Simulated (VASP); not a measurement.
# Pb (Fmmm) in VASP: single point with PBE

Aim: the single point of Pb with PBE.

Everything below comes from runs of VASP 6.6.1. Logs are shortened: lines on timing, memory, paths and dates and some standing lists are left out, and cuts for length are marked.

### 1 The cell of the first run

It takes space group Fmmm (No. 69, orthorhombic). The conventional cell has a = 3.952 Å, b = 6.617 Å, c = 11.532 Å, α = 90.00°, β = 90.00°, γ = 90.00°. Pb (site symmetry m2m) has 1 Pb at 1.43 Å within 1.9 Å.

### 2 Single point, PBE (C replaced by Pb, lengths x 1.553, strained)

The input, INCAR:

```
PREC     = Accurate       # precision mode
ENCUT    = 500            # plane-wave cutoff, eV
EDIFF    = 1E-6           # SCF threshold, eV
ISMEAR   = 0              # smearing method
SIGMA    = 0.1            # smearing width, eV
LREAL    = False          # projectors in reciprocal space
LASPH    = True           # aspherical terms in the spheres
NELM     = 120            # most SCF steps
ALGO     = Normal         # electronic algorithm
ISIF     = 2              # what is computed and relaxed
LWAVE    = False          # write WAVECAR
LCHARG   = True           # write CHGCAR
GGA      = PE             # functional
LELF     = True           # ELF
LVHAR    = True         
NBANDS   = 21             # bands
GGA_COMPAT= False
```

The input, KPOINTS:

```
Automatic mesh
0
Gamma
  6 6 6
```

The input, POSCAR:

```
Pb
1.0
    0.0000000000      3.3085899205      5.7657511516
    1.9762236316      0.0000000000      5.7657511516
    1.9762236316      3.3085899205      0.0000000000
Pb
2
Direct
    0.1079017819      0.8920982181      0.1079017819
    0.8920982181      0.1079017819      0.8920982181
```

Potentials or basis: VASP PAW PBE potentials, release 64 (Pb_d).

Run with:

```bash
cat potpaw_PBE.64/Pb_d/POTCAR > POTCAR
mpirun -np 1 vasp_std > vasp.out
```

OUTCAR:

```text
PREC = Accurate
   ENCUT = 500
   EDIFF = 1E-6
   ISMEAR = 0
   LREAL = False
   LASPH = True
   NELM = 120
   ISIF = 2
   GGA = PE

 ion  position               nearest neighbor table
   1  0.108  0.892  0.108-   2 1.43   2 2.73   2 2.73
   2  0.892  0.108  0.892-   1 1.43   1 2.73   1 2.73

 -----------------------------------------------------------------------------
|                                                                             |
|           W    W    AA    RRRRR   N    N  II  N    N   GGGG   !!!           |
|           W    W   A  A   R    R  NN   N  II  NN   N  G    G  !!!           |
|           W    W  A    A  R    R  N N  N  II  N N  N  G       !!!           |
|           W WW W  AAAAAA  RRRRR   N  N N  II  N  N N  G  GGG   !            |
|           WW  WW  A    A  R   R   N   NN  II  N   NN  G    G                |
|           W    W  A    A  R    R  N    N  II  N    N   GGGG   !!!           |
|                                                                             |
|     The distance between some ions is very small. Please check the          |
|     nearest-neighbor list in the OUTCAR file.                               |
|     I HOPE YOU KNOW WHAT YOU ARE DOING!                                     |
|                                                                             |
 -----------------------------------------------------------------------------

  LATTYP: Found a face centered orthorhombic cell.
 ALAT       =     3.9524472632
 B/A-ratio  =     1.6741981361
 C/A-ratio  =     2.9175600673

  Lattice vectors:

 A1 = (   0.0000000000,   3.3085899205,   5.7657511516)
 A2 = (   1.9762236316,   0.0000000000,   5.7657511516)
 A3 = (   1.9762236316,   3.3085899205,   0.0000000000)

Analysis of symmetry for initial positions (statically):
=====================================================================
 Subroutine PRICEL returns:
 Original cell was already a primitive cell.

 Routine SETGRP: Setting up the symmetry group for a
 face centered orthorhombic supercell.

 Subroutine GETGRP returns: Found  8 space group operations
 (whereof  8 operations were pure point group operations)
 out of a pool of  8 trial point group operations.

The static configuration has the point symmetry D_2h.

Analysis of symmetry for dynamics (positions and initial velocities):
=====================================================================
 Subroutine PRICEL returns:
 Original cell was already a primitive cell.

 Routine SETGRP: Setting up the symmetry group for a
 face centered orthorhombic supercell.

 Subroutine GETGRP returns: Found  8 space group operations
 (whereof  8 operations were pure point group operations)
 out of a pool of  8 trial point group operations.

The dynamic configuration has the point symmetry D_2h.

 Subroutine INISYM returns: Found  8 space group operations
 (whereof  8 operations are pure point group operations),
 and found     1 'primitive' translations

----------------------------------------------------------------------------------------

                                     Primitive cell

  volume of cell :      75.3989

  direct lattice vectors                    reciprocal lattice vectors
     0.000000000  3.308589920  5.765751152    -0.253007803  0.151121781  0.086718970
     1.976223632  0.000000000  5.765751152     0.253007803 -0.151121781  0.086718970
     1.976223632  3.308589920  0.000000000     0.253007803  0.151121781 -0.086718970

  length of vectors
     6.647605103  6.095026348  3.853858729     0.307198504  0.307198504  0.307198504

  position of ions in fractional coordinates (direct lattice)
     0.107901782  0.892098218  0.107901782
     0.892098218  0.107901782  0.892098218

  ion indices of the primitive-cell ions
   primitive index   ion index
                 1           1
                 2           2

----------------------------------------------------------------------------------------

 KPOINTS: Automatic mesh

Automatic generation of k-mesh.
 Grid dimensions read from file:
 generate k-points for:    6    6    6

 Generating k-lattice:

  Cartesian coordinates                     Fractional coordinates (reciprocal lattice)
    -0.042167967  0.025186963  0.014453162     0.166666667  0.000000000  0.000000000
     0.042167967 -0.025186963  0.014453162    -0.000000000  0.166666667 -0.000000000
     0.042167967  0.025186963 -0.014453162     0.000000000  0.000000000  0.166666667

  Length of vectors
     0.051199751  0.051199751  0.051199751

  Shift w.r.t. Gamma in fractional coordinates (k-lattice)
     0.000000000  0.000000000  0.000000000

 Subroutine IBZKPT returns following result:
 ===========================================

 Found     46 irreducible k-points:

 Following reciprocal coordinates:
            Coordinates               Weight
  0.000000  0.000000  0.000000      1.000000
  0.166667 -0.000000  0.000000      8.000000
  0.333333 -0.000000  0.000000      8.000000
  0.500000 -0.000000  0.000000      4.000000
  0.166667  0.166667  0.000000      2.000000
  0.333333  0.166667 -0.000000      8.000000
[... 16 lines left out ...]
 -0.166667  0.166667  0.166667      8.000000
  0.500000  0.333333  0.166667      4.000000
 [... further k-points ...]
   k-points           NKPTS =     46   k-points in BZ     NKDIM =     46   number of bands    NBANDS=     21
   number of dos      NEDOS =    301   number of ions     NIONS =      2
   total plane-waves  NPLWV =  64512
   dimension x,y,z NGX =    48 NGY =   48 NGZ =   28
   dimension x,y,z NGXF=    96 NGYF=   96 NGZF=   56
   ions per type =               2
   NGX,Y,Z   is equivalent  to a cutoff of  12.00, 13.09, 12.08 a.u.
   NGXF,Y,Z  is equivalent  to a cutoff of  24.01, 26.18, 24.16 a.u.
 SYSTEM =  unknown system
   PREC   = accura    normal or accurate (medium, high low for compatibility)
   ISTART =      0    job   : 0-new  1-cont  2-samecut
   ICHARG =      2    charge: 1-file 2-atom 10-const
   ISPIN  =      1    spin polarized calculation?
   LNONCOLLINEAR =      F non collinear calculations
   LSORBIT =      F    spin-orbit coupling
   LASPH  =      T    aspherical Exc in radial PAW
   ENCUT  =  500.0 eV  36.75 Ry    6.06 a.u.  12.12 11.11  7.03*2*pi/ulx,y,z
   NELM   =    120;   NELMIN=  2; NELMDL= -5     # of ELM steps
   EDIFF  = 0.1E-05   stopping-criterion for ELM
   LREAL  =      F    real-space projection
   EDIFFG = 0.1E-04   stopping-criterion for IOM
   NSW    =      0    number of steps for IOM
   IBRION =     -1    ionic relax: 0-MD 1-quasi-New 2-CG
   NFREE  =      0    steps in history (QN), initial steepest desc. (CG)
   ISIF   =      2    stress and relaxation
   ISYM   =      2    0-nonsym 1-usesym 2-fastsym
   POTIM  = 0.5000    time-step for ionic-motion
   TEBEG  =    0.0;   TEEND  =   0.0 temperature during run
   PSTRESS=    0.0 pullay stress
   NELECT =      28.0000    total number of electrons
   NUPDOWN=      -1.0000    fix difference up-down
   EMIN   =  10.00;   EMAX   =-10.00  energy-range for DOS
   EFERMI =   0.00;   METHOD = LEGACY
   ISMEAR =     0;   SIGMA  =   0.10  broadening in eV -4-tet -1-fermi 0-gaus
   EFERMI_NEDOS =   21; number of points for ismear=-14 and -15
   IALGO  =     38    algorithm
   IMIX   =      4    mixing-type and parameters
     AMIX     =   0.40;   BMIX     =  1.00
     AMIX_MAG =   1.60;   BMIX_MAG =  1.00
  volume/ion in A,a.u.               =      37.70       254.41
  Fermi-wavevector in a.u.,A,eV,Ry     =   1.176718  2.223675 18.839526  1.384666
  Thomas-Fermi vector in A             =   2.313077
   LORBIT       =      0    0 simple, 1 ext, 2 COOP (PROOUT), +10 PAW based schemes
   GGA     = PE    functional components
   LHFCALC =     F    Hartree Fock is set to
   AEXX    =    0.0000 exact exchange contribution
   IVDW    =     0    specifies the selected vdW correction
   LEPSILON=     F    determine dielectric tensor
   LRPA    =     F    only Hartree local field effects (RPA)
 non-spin polarized calculation
 Gauss-broadening in eV      SIGMA  =   0.10
  energy-cutoff  :      500.00
  volume of cell :       75.40
 maximum number of plane-waves:      1934
   NGX = 25   NGY = 23   NGZ = 15

 number of electron      28.0000002 magnetization

 Free energy of the ion-electron system (eV)
  ---------------------------------------------------
  ext. energy  EPLUGINS =         0.00000000
  ---------------------------------------------------
  free energy    TOTEN  =        50.17908509 eV

  energy without entropy =       50.18594632  energy(sigma->0) =       50.18251571

 E-fermi :   6.3087     XC(G=0):  -7.9099

 val. band max:        6.2609167333   @ k =   0.1667  -0.0000   0.0000
 cond. band min:       6.3894213262   @ k =  -0.1667   0.1667  -0.0000
 fundamental gap:      0.1285045930
 Fermi energy:         6.3086809548

 k-point     1 :       0.0000    0.0000    0.0000
  band No.  band energies     occupation
      1     -25.2520      2.00000
      2     -25.1929      2.00000
      3     -24.9199      2.00000
      4     -17.8709      2.00000
      5     -17.6117      2.00000
      6     -16.9391      2.00000
[... 13 lines left out ...]
     20      13.3453      0.00000
     21      14.7613      0.00000

 k-point     2 :       0.1667   -0.0000    0.0000
  band No.  band energies     occupation
      1     -25.2722      2.00000
      2     -25.1807      2.00000
      3     -24.9821      2.00000
      4     -17.8402      2.00000
      5     -17.6451      2.00000
      6     -16.8711      2.00000
[... 13 lines left out ...]
     20      13.8539      0.00000
     21      14.9222      0.00000

 k-point     3 :       0.3333   -0.0000    0.0000
  band No.  band energies     occupation
      1     -25.2970      2.00000
      2     -25.1562      2.00000
      3     -25.1179      2.00000
      4     -17.7737      2.00000
      5     -17.7127      2.00000
      6     -16.7504      2.00000
[... 13 lines left out ...]
     20      14.4819      0.00000
     21      14.6344      0.00000
[... 457 lines left out ...]
 k-point    23 :      -0.1667    0.1667    0.1667
  band No.  band energies     occupation
      1     -25.3625      2.00000
      2     -25.1440      2.00000
      3     -25.1297      2.00000
      4     -17.7413      2.00000
      5     -17.7210      2.00000
      6     -16.6968      2.00000
[... 13 lines left out ...]
     20      14.6116      0.00000
     21      15.9556      0.00000

 k-point    24 :       0.5000    0.3333    0.1667
  band No.  band energies     occupation
      1     -25.2715      2.00000
      2     -25.1687      2.00000
      3     -25.0646      2.00000
      4     -17.8565      2.00000
      5     -17.6676      2.00000
      6     -16.8028      2.00000
[... 13 lines left out ...]
     20      13.6756      0.00000
     21      14.4271      0.00000

 [... further k-points ...]

------------------------ aborting loop because EDIFF is reached ----------------------------------------

  FORCE on cell =-STRESS in cart. coord.  units (eV):
  Direction    XX          YY          ZZ          XY          YZ          ZX
  --------------------------------------------------------------------------------------
  -------------------------------------------------------------------------------------
  Total       12.8764834    248.5388219     -0.0934558     -0.0000000      0.0000000      0.0000000
  in kB      273.6169105   5281.2885590     -1.9858756     -0.0000000      0.0000000      0.0000000
  external PRESSURE =    1850.9731980 kB  Pullay stress =       0.0000000 kB

 VOLUME and BASIS-vectors are now :
 -----------------------------------------------------------------------------
  energy-cutoff  :      500.00
  volume of cell :       75.40
      direct lattice vectors                 reciprocal lattice vectors
     0.000000000  3.308589920  5.765751152    -0.253007803  0.151121781  0.086718970
     1.976223632  0.000000000  5.765751152     0.253007803 -0.151121781  0.086718970
     1.976223632  3.308589920  0.000000000     0.253007803  0.151121781 -0.086718970

 POSITION                                       TOTAL-FORCE (eV/Angst)
 -----------------------------------------------------------------------------------
      1.97622      0.71401      5.76575         0.000000    158.880280      0.000000
      1.97622      5.90317      5.76575         0.000000   -158.880280      0.000000
 -----------------------------------------------------------------------------------
    total drift:                               -0.000000     -0.000000      0.000000

  FREE ENERGIE OF THE ION-ELECTRON SYSTEM (eV)
  ---------------------------------------------------
  free  energy   TOTEN  =        50.1790850891 eV

  energy  without entropy=       50.1859463240  energy(sigma->0) =       50.18251571
```

Run time: 2.6 min. Hardware: 1 thread of Intel Xeon 8259CL, shared host; peak memory 0.26 GiB.

Results:

```
Free energy            : 50.1791 eV
Pressure               : 185.1 GPa
Largest force          : 158.880 eV/Å
Band gap on the k mesh : zero (band 14 reaches 7.02 eV, above the bottom of band 15 at 5.91 eV)
```

Forces in eV/Å, atoms in the order of the input:
```
Pb     0.000  158.880    0.000
Pb     0.000 -158.880    0.000
```

Stress tensor (GPa, compression positive):
```
 27.36   0.00   0.00
  0.00 528.13   0.00
  0.00   0.00  -0.20
```

Caveat: the cell differs from its parent crystal (C replaced by Pb, lengths x 1.553, strained); spin-orbit coupling is left out, which moves the levels of the heavy elements; forces of over 1 eV/Å act on the atoms, so gaps and moduli don't describe the material at rest.
